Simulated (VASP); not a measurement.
# Sr4Ta2O (P4mm) in VASP: notebook, part 2 of 2

VASP 6.6.1. Earlier steps stand in the parts before.

### Step 3. Single point, PBE

This run uses another cell than the first one, of 32.25 Å³/atom.

The input, INCAR:

```
PREC = Accurate
ENCUT = 520
EDIFF = 1E-6
ISMEAR = 0
SIGMA = 0.2
LREAL = F
LASPH = T
NELM = 100
ALGO = Normal
ISIF = 2
LWAVE = F
LCHARG = F
GGA = PE
NBANDS = 43
```

The input, KPOINTS:

```
Automatic mesh
0
Gamma
  6 6 2
```

The input, POSCAR:

```
Sr4Ta2O
1.0
    3.6692714108      0.0000000000      0.0000000000
    0.0000000000      3.6692714108      0.0000000000
    0.0000000000      0.0000000000     16.7691924613
Sr Ta O
4 2 1
Direct
    0.5000000000      0.5000000000      0.9714515432
    0.0000000000      0.0000000000      0.2093053970
    0.0000000000      0.0000000000      0.6240020626
    0.5000000000      0.5000000000      0.4116290859
    0.0000000000      0.0000000000      0.8277832471
    0.5000000000      0.5000000000      0.7644819187
    0.0000000000      0.0000000000      0.9463467457
```

Potentials or basis: VASP PAW PBE potentials, release 64 (Sr_sv, Ta_pv, O).

On the command line:

```
$ cat potpaw_PBE.64/Sr_sv/POTCAR potpaw_PBE.64/Ta_pv/POTCAR potpaw_PBE.64/O/POTCAR > POTCAR
$ mpirun -np 1 vasp_std > vasp.out
```

OUTCAR:

```text
PREC = Accurate
   ENCUT = 520
   EDIFF = 1E-6
   ISMEAR = 0
   LREAL = F
   LASPH = T
   NELM = 100
   ISIF = 2
   GGA = PE

 ion  position               nearest neighbor table
   1  0.500  0.500  0.971-   7 2.63   7 2.63   7 2.63   7 2.63   6 3.47   5 3.54   5 3.54   5 3.54
                             5 3.54   2 4.76   2 4.76   2 4.76   2 4.76
   2  0.000  0.000  0.209-   4 4.27   4 4.27   4 4.27   4 4.27   1 4.76   1 4.76   1 4.76   1 4.76

   3  0.000  0.000  0.624-   5 3.42   6 3.50   6 3.50   6 3.50   6 3.50   4 4.41   4 4.41   4 4.41
                             4 4.41
   4  0.500  0.500  0.412-   2 4.27   2 4.27   2 4.27   2 4.27   3 4.41   3 4.41   3 4.41   3 4.41

   5  0.000  0.000  0.828-   7 1.99   6 2.80   6 2.80   6 2.80   6 2.80   3 3.42   1 3.54   1 3.54
                             1 3.54   1 3.54
   6  0.500  0.500  0.764-   5 2.80   5 2.80   5 2.80   5 2.80   1 3.47   3 3.50   3 3.50   3 3.50
                             3 3.50
   7  0.000  0.000  0.946-   5 1.99   1 2.63   1 2.63   1 2.63   1 2.63

  LATTYP: Found a simple tetragonal cell.
 ALAT       =     3.6692714108
 C/A-ratio  =     4.5701695470

  Lattice vectors:

 A1 = (   3.6692714108,   0.0000000000,   0.0000000000)
[... 188 lines left out ...]
 Fermi energy:         2.6432460613

 k-point     1 :       0.0000    0.0000    0.0000
  band No.  band energies     occupation
      1     -33.7384      2.00000
      2     -33.6593      2.00000
      3     -32.8423      2.00000
      4     -32.8356      2.00000
      5     -31.7646      2.00000
      6     -31.6433      2.00000
[... 909 lines left out ...]
     42       4.8472      0.00000
     43       5.0816      0.00000

------------------------ aborting loop because EDIFF is reached ----------------------------------------

  FORCE on cell =-STRESS in cart. coord.  units (eV):
  Direction    XX          YY          ZZ          XY          YZ          ZX
  --------------------------------------------------------------------------------------
  -------------------------------------------------------------------------------------
  Total        0.1406054      0.1406054      0.0882840      0.0000000      0.0000000      0.0000000
  in kB        0.9977935      0.9977935      0.6264996      0.0000000      0.0000000      0.0000000
  external PRESSURE =       0.8740288 kB  Pullay stress =       0.0000000 kB

 VOLUME and BASIS-vectors are now :
 -----------------------------------------------------------------------------
  energy-cutoff  :      520.00
  volume of cell :      225.77
      direct lattice vectors                 reciprocal lattice vectors
     3.669271411  0.000000000  0.000000000     0.272533669  0.000000000  0.000000000
     0.000000000  3.669271411  0.000000000     0.000000000  0.272533669  0.000000000
     0.000000000  0.000000000 16.769192461     0.000000000  0.000000000  0.059633164

 POSITION                                       TOTAL-FORCE (eV/Angst)
 -----------------------------------------------------------------------------------
      1.83464      1.83464     16.29046         0.000000     -0.000000      0.033210
      0.00000      0.00000      3.50988        -0.000000     -0.000000      0.007065
      0.00000      0.00000     10.46401         0.000000      0.000000     -0.034096
      1.83464      1.83464      6.90269         0.000000      0.000000     -0.009559
      0.00000      0.00000     13.88126         0.000000     -0.000000     -0.092120
      1.83464      1.83464     12.81974         0.000000     -0.000000      0.012105
      0.00000      0.00000     15.86947         0.000000     -0.000000      0.083396
 -----------------------------------------------------------------------------------
    total drift:                               -0.000000      0.000000     -0.000203

  FREE ENERGIE OF THE ION-ELECTRON SYSTEM (eV)
  ---------------------------------------------------
  free  energy   TOTEN  =       -38.3657767848 eV

  energy  without entropy=      -38.2547416780  energy(sigma->0) =      -38.31025923
```

It took 2.6 min on 1 thread of Intel Xeon 6975P-C (Granite Rapids), shared host; peak memory 0.4 GiB.

Results:

| Property | Result |
| --- | --- |
| Free energy | -38.3658 eV |
| Pressure | 0.1 GPa |
| Largest force | 0.092 eV/Å |
| Band gap on the k mesh | zero (bands 34 and 35 overlap by 0.35 eV) |

Forces in eV/Å, atoms in the order of the input:
```
Sr   0.000  0.000  0.033
Sr   0.000  0.000  0.007
Sr   0.000  0.000 -0.034
Sr   0.000  0.000 -0.010
Ta   0.000  0.000 -0.092
Ta   0.000  0.000  0.012
O    0.000  0.000  0.083
```

Caveat: spin-orbit coupling is left out, which moves the levels of the heavy elements.

### Step 4. Single point, PBE

This run uses another cell than the first one, of 32.25 Å³/atom.

The input, INCAR:

```
  PREC = Accurate
  ENCUT = 520
  EDIFF = 1E-7
  ISMEAR = 0
  SIGMA = 0.1
  LREAL = F
  LASPH = T
  NELM = 60
  ALGO = Normal
  ISIF = 2
  LWAVE = F
  LCHARG = T
  GGA = PE
  LELF = T
  LVHAR = T
  NBANDS = 43
```

The input, KPOINTS:

```
regular mesh
0
Gamma
  8 8 2
```

POSCAR is that of step 3.

On the command line:

```
$ cat potpaw_PBE.64/Sr_sv/POTCAR potpaw_PBE.64/Ta_pv/POTCAR potpaw_PBE.64/O/POTCAR > POTCAR
$ mpirun -np 1 vasp_std > vasp.out
```

It took 4 min on 1 thread of Intel Xeon 6975P-C (Granite Rapids), shared host; peak memory 0.46 GiB.

Results (log left out):

```
Free energy            : -38.2952 eV
Pressure               : 0.1 GPa
Largest force          : 0.085 eV/Å
Band gap on the k mesh : zero (bands 34 and 35 overlap by 0.46 eV)
```

Forces in eV/Å, atoms in the order of the input:
```
Sr   0.000  0.000  0.027
Sr   0.000  0.000  0.000
Sr   0.000  0.000 -0.016
Sr   0.000  0.000  0.005
Ta   0.000  0.000 -0.085
Ta   0.000  0.000  0.004
O    0.000  0.000  0.066
```

Levels at points of the mesh, in eV from the Fermi level:
```
           k point  band 30  band 31  band 32  band 33  band 34  band 35  band 36  band 37  band 38  band 39
(0.00, 0.00, 0.00)    -2.70    -1.77    -1.30    -0.43    -0.21     0.60     0.83     1.15     1.40     1.40
(0.50, 0.00, 0.00)    -0.84    -0.72    -0.67    -0.66    -0.44     0.21     0.31     0.58     0.99     1.17
(0.50, 0.50, 0.00)    -0.46    -0.46    -0.46    -0.38     0.34     0.34     0.72     0.72     1.59     1.59
(0.00, 0.00, 0.50)    -2.57    -1.94    -1.23    -0.43    -0.17     0.58     0.82     1.23     1.34     1.40
(0.50, 0.00, 0.50)    -0.86    -0.69    -0.67    -0.62    -0.44     0.18     0.27     0.61     0.97     1.18
(0.50, 0.50, 0.50)    -0.46    -0.46    -0.46    -0.33     0.35     0.35     0.78     0.78     1.29     1.29
```

Caveat: spin-orbit coupling is left out, which moves the levels of the heavy elements.

### Step 5. Relaxation of cell and atoms, PBE

This run uses another cell than the first one, of 22.46 Å³/atom.

The input, INCAR:

```
SYSTEM = Sr4Ta2O
  PREC = Accurate
  ENCUT = 600
  EDIFF = 1E-6
  ISMEAR = 0
  SIGMA = 0.2
  LREAL = .False.
  LASPH = .True.
  NELM = 60
  ALGO = Normal
  ISIF = 3
  LWAVE = .False.
  LCHARG = .False.
  GGA = PE
  IBRION = 2
  NSW = 36
  EDIFFG = -0.08
```

The input, KPOINTS:

```
regular mesh
0
Gamma
  5 5 2
  0 0 0
```

The input, POSCAR:

```
Sr4Ta2O
1.0
    3.4000000000      0.0000000000      0.0000000000
    0.0000000000      3.4000000000      0.0000000000
    0.0000000000      0.0000000000     13.6000000000
Sr Ta O
4 2 1
Direct
    0.5000000000      0.5000000000      0.0000000000
    0.0000000000      0.0000000000      0.1800000000
    0.0000000000      0.0000000000      0.5850000000
    0.5000000000      0.5000000000      0.3850000000
    0.0000000000      0.0000000000      0.8550000000
    0.5000000000      0.5000000000      0.7500000000
    0.0000000000      0.0000000000      0.0000000000
```

Potentials or basis: VASP PAW PBE potentials, release 64 (Sr_sv, Ta_pv, O).

On the command line:

```
$ cat potpaw_PBE.64/Sr_sv/POTCAR potpaw_PBE.64/Ta_pv/POTCAR potpaw_PBE.64/O/POTCAR > POTCAR
$ mpirun -np 1 vasp_std > vasp.out
```

OUTCAR:

```text
SYSTEM = Sr4Ta2O
   PREC = Accurate
   ENCUT = 600
   EDIFF = 1E-6
   ISMEAR = 0
   LREAL = .False.
   LASPH = .True.
   NELM = 60
   ISIF = 3
   GGA = PE
   IBRION = 2
   NSW = 36
   EDIFFG = -0.08

 ion  position               nearest neighbor table
   1  0.500  0.500  0.000-   7 2.40   7 2.40   7 2.40   7 2.40   5 3.11   5 3.11   5 3.11   5 3.11
                             6 3.40   2 3.43   2 3.43   2 3.43   2 3.43
   2  0.000  0.000  0.180-   7 2.45   1 3.43   1 3.43   1 3.43   1 3.43   4 3.68   4 3.68   4 3.68
                             4 3.68
   3  0.000  0.000  0.585-   6 3.29   6 3.29   6 3.29   6 3.29   4 3.63   4 3.63   4 3.63   4 3.63
                             5 3.67
   4  0.500  0.500  0.385-   3 3.63   3 3.63   3 3.63   3 3.63   2 3.68   2 3.68   2 3.68   2 3.68

   5  0.000  0.000  0.855-   7 1.97   6 2.80   6 2.80   6 2.80   6 2.80   1 3.11   1 3.11   1 3.11
                             1 3.11   3 3.67
   6  0.500  0.500  0.750-   5 2.80   5 2.80   5 2.80   5 2.80   3 3.29   3 3.29   3 3.29   3 3.29
                             1 3.40
   7  0.000  0.000  0.000-   5 1.97   1 2.40   1 2.40   1 2.40   1 2.40   2 2.45

  LATTYP: Found a simple tetragonal cell.
 ALAT       =     3.4000000000
 C/A-ratio  =     4.0000000000

  Lattice vectors:

 A1 = (   3.4000000000,   0.0000000000,   0.0000000000)
 A2 = (   0.0000000000,   3.4000000000,   0.0000000000)
 A3 = (   0.0000000000,   0.0000000000,  13.6000000000)

Analysis of symmetry for initial positions (statically):
=====================================================================
 Subroutine PRICEL returns:
 Original cell was already a primitive cell.

 Routine SETGRP: Setting up the symmetry group for a
 simple tetragonal supercell.

 Subroutine GETGRP returns: Found  8 space group operations
 (whereof  8 operations were pure point group operations)
 out of a pool of 16 trial point group operations.

The static configuration has the point symmetry C_4v.

Analysis of symmetry for dynamics (positions and initial velocities):
=====================================================================
 Subroutine PRICEL returns:
 Original cell was already a primitive cell.

[... 122 lines left out ...]
   IMIX   =      4    mixing-type and parameters
     AMIX     =   0.40;   BMIX     =  1.00
     AMIX_MAG =   1.60;   BMIX_MAG =  1.00
  volume/ion in A,a.u.               =      22.46       151.56
  Fermi-wavevector in a.u.,A,eV,Ry     =   1.238071  2.339615 20.855280  1.532820
  Thomas-Fermi vector in A             =   2.372612
   LORBIT       =      0    0 simple, 1 ext, 2 COOP (PROOUT), +10 PAW based schemes
   GGA     = PE    functional components
   LHFCALC =     F    Hartree Fock is set to
   AEXX    =    0.0000 exact exchange contribution
   IVDW    =     0    specifies the selected vdW correction
   LEPSILON=     F    determine dielectric tensor
   LRPA    =     F    only Hartree local field effects (RPA)
 conjugate gradient relaxation of ions
 non-spin polarized calculation
 Gauss-broadening in eV      SIGMA  =   0.20
  energy-cutoff  :      600.00
  volume of cell :      157.22
 maximum number of plane-waves:      5271
 NGX is ok and might be reduce to    28
   NGX = 13   NGY = 13   NGZ = 55

--------------------------------------- Ionic step        1  -------------------------------------------

 number of electron      67.9999996 magnetization

 Free energy of the ion-electron system (eV)
  ---------------------------------------------------
  ext. energy  EPLUGINS =         0.00000000
  ---------------------------------------------------
  free energy    TOTEN  =       -35.20949251 eV

  energy without entropy =      -35.06553375  energy(sigma->0) =      -35.13751313

 E-fermi :   4.7535     XC(G=0): -10.4022

 val. band max:        4.7417217297   @ k =   0.4000   0.2000   0.0000
 cond. band min:       4.7622566397   @ k =   0.4000   0.2000   0.5000
 fundamental gap:      0.0205349100
 Fermi energy:         4.7535093375

 k-point     1 :       0.0000    0.0000    0.0000
  band No.  band energies     occupation
      1     -31.0899      2.00000
      2     -30.9969      2.00000
      3     -30.4336      2.00000
      4     -30.2049      2.00000
      5     -29.6230      2.00000
      6     -29.4096      2.00000
[... 621 lines left out ...]
  FREE ENERGIE OF THE ION-ELECTRON SYSTEM (eV)
  ---------------------------------------------------
  free  energy   TOTEN  =       -37.4431384780 eV

  energy  without entropy=      -37.3305400178  energy(sigma->0) =      -37.38683925

[... ionic steps 4 to 12 ...]

--------------------------------------- Ionic step       13  -------------------------------------------

 number of electron      67.9999991 magnetization

------------------------ aborting loop because EDIFF is reached ----------------------------------------
[... 77 lines left out ...]
--------------------------------------- Ionic step       15  -------------------------------------------

 number of electron      67.9999990 magnetization

 Free energy of the ion-electron system (eV)
  ---------------------------------------------------
  ext. energy  EPLUGINS =         0.00000000
  ---------------------------------------------------
  free energy    TOTEN  =       -38.15038925 eV

  energy without entropy =      -38.03751037  energy(sigma->0) =      -38.09394981

 E-fermi :   3.0724     XC(G=0):  -9.0902

 val. band max:        3.0423200757   @ k =   0.2000   0.2000   0.5000
 cond. band min:       3.1176536536   @ k =   0.4000   0.2000   0.5000
 fundamental gap:      0.0753335779
 Fermi energy:         3.0723755238

 k-point     1 :       0.0000    0.0000    0.0000
  band No.  band energies     occupation
      1     -33.3619      2.00000
      2     -33.2838      2.00000
      3     -32.4668      2.00000
      4     -32.0086      2.00000
      5     -31.3359      2.00000
      6     -31.2323      2.00000
[... 539 lines left out ...]
  FREE ENERGIE OF THE ION-ELECTRON SYSTEM (eV)
  ---------------------------------------------------
  free  energy   TOTEN  =       -38.1503892497 eV

  energy  without entropy=      -38.0375103671  energy(sigma->0) =      -38.09394981

 reached required accuracy - stopping structural energy minimisation
```

Run time: 13 min. Hardware: 1 thread of Intel Xeon 6975P-C (Granite Rapids), shared host; peak memory 0.35 GiB.

Results:

```yaml
Free_energy: -38.1504 eV
Relaxed_volume: 30.08 Å³/atom
Relaxed_cell: a = 3.747 Å, b = 3.747 Å, c = 15.001 Å, α = 90.00°, β = 90.00°, γ = 90.00°
Space_group_after_relaxing_to_0.1_Å: P4mm (No. 99)
Energy_gained_by_relaxing: 420.1 meV/atom
Ionic_steps: 15
Pressure_after_relaxing: -0.1 GPa
Largest_force_after_relaxing: 0.068 eV/Å
Band_gap_on_the_k_mesh: zero (bands 34 and 35 overlap by 0.59 eV)
```

Forces on the atoms (eV/Å):
```
Sr   0.000  0.000 -0.002
Sr   0.000  0.000 -0.013
Sr   0.000  0.000  0.068
Sr   0.000  0.000  0.040
Ta   0.000  0.000  0.002
Ta   0.000  0.000 -0.056
O    0.000  0.000 -0.038
```

The path:
| step | energy change (eV) | largest force (eV/Å) | pressure (GPa) | volume (Å³) |
| --- | --- | --- | --- | --- |
| 1 | 0.0000 | 4.7098 | 17.19 | 157.22 |
| 2 | -1.9563 | 1.7140 | -4.71 | 218.66 |
| 3 | -2.2336 | 1.8107 | -0.85 | 198.14 |
| 4 | -2.5019 | 0.9405 | 0.04 | 197.17 |
| 5 | -2.5481 | 1.5208 | 1.33 | 195.69 |
| 6 | -2.5873 | 0.8403 | 0.70 | 196.34 |
| 7 | -2.6927 | 0.6597 | 0.04 | 199.87 |
| 8 | -2.7659 | 0.5717 | -0.81 | 206.37 |
| 9 | -2.8411 | 0.3832 | 0.20 | 204.59 |
| 10 | -2.8483 | 0.6615 | 0.65 | 203.90 |
| 11 | -2.9180 | 0.2822 | 0.16 | 206.75 |
| 12 | -2.9291 | 0.2947 | -0.04 | 208.38 |
| 13 | -2.9363 | 0.1412 | 0.13 | 208.55 |
| 14 | -2.9374 | 0.1788 | 0.22 | 208.64 |
| 15 | -2.9409 | 0.0676 | -0.06 | 210.57 |

Final structure:
```yaml
crystal:
  lattice:
    - [3.74665, 0.00000, 0.00000]
    - [0.00000, 3.74665, 0.00000]
    - [0.00000, 0.00000, 15.00056]
  atoms:
    - { symbol: Sr, position: [0.50000, 0.50000, 0.98486] }
    - { symbol: Sr, position: [0.00000, 0.00000, 0.16823] }
    - { symbol: Sr, position: [0.00000, 0.00000, 0.61651] }
    - { symbol: Sr, position: [0.50000, 0.50000, 0.38631] }
    - { symbol: Ta, position: [0.00000, 0.00000, 0.84250] }
    - { symbol: Ta, position: [0.50000, 0.50000, 0.77359] }
    - { symbol: O, position: [0.00000, 0.00000, 0.98299] }
```

Levels at points of the mesh, in eV from the Fermi level:
```tsv
k point	band 32	band 33	band 34	band 35	band 36	band 37
(0.00, 0.00, 0.00)	-1.10	-0.52	0.44	0.47	0.91	1.01
(0.00, 0.00, 0.50)	-1.02	-0.52	0.44	0.46	1.01	1.01
```

Caveat: the k points lie up to 0.34 Å⁻¹ apart in the final cell, too coarse for converged energies and pressures of a metal; the volume moved by over 15 % at a fixed basis, so the end points are rough; spin-orbit coupling is left out, which moves the levels of the heavy elements; the relaxation stopped at a loose force limit of 0.08 eV/Å, so its end isn't a converged minimum.

### Step 6. Summary

```csv
task,cell,k mesh,cutoff (eV),smearing,gap on the mesh (eV),pressure (GPa),largest force (eV/Å)
single point,"a = 3.730, b = 3.730, c = 14.862 Å, 7 atoms, atomic positions A",5 × 5 × 2,520,gaussian 0.2 eV,none,0.6,0.02
single point,"a = 3.669, b = 3.669, c = 16.769 Å, 7 atoms, atomic positions B",6 × 6 × 2,520,gaussian 0.2 eV,none,0.1,0.09
single point,"a = 3.669, b = 3.669, c = 16.769 Å, 7 atoms, atomic positions B",8 × 8 × 2,520,gaussian 0.1 eV,none,0.1,0.09
relaxation of cell and atoms,"relaxed from a = 3.400, b = 3.400, c = 13.600 Å, 7 atoms, atomic positions C",5 × 5 × 2,600,gaussian 0.2 eV,none,-0.1,0.07
```

Alike in all rows: level PBE; potentials or basis VASP PAW PBE potentials, release 64 (Sr_sv, Ta_pv, O); no spin polarisation.

Caveats: some runs use coarse meshes; spin-orbit coupling is left out, which moves the levels of the heavy elements; the volume moved by over 15 % at a fixed basis, so the end points are rough (at least some runs); the relaxation stopped at a loose force limit of 0.08 eV/Å, so its end isn't a converged minimum (at least some runs).

Absolute energies hang on the potentials; compare differences alone.

The gap in the log of VASP goes by the Fermi energy; the results here count the filled bands.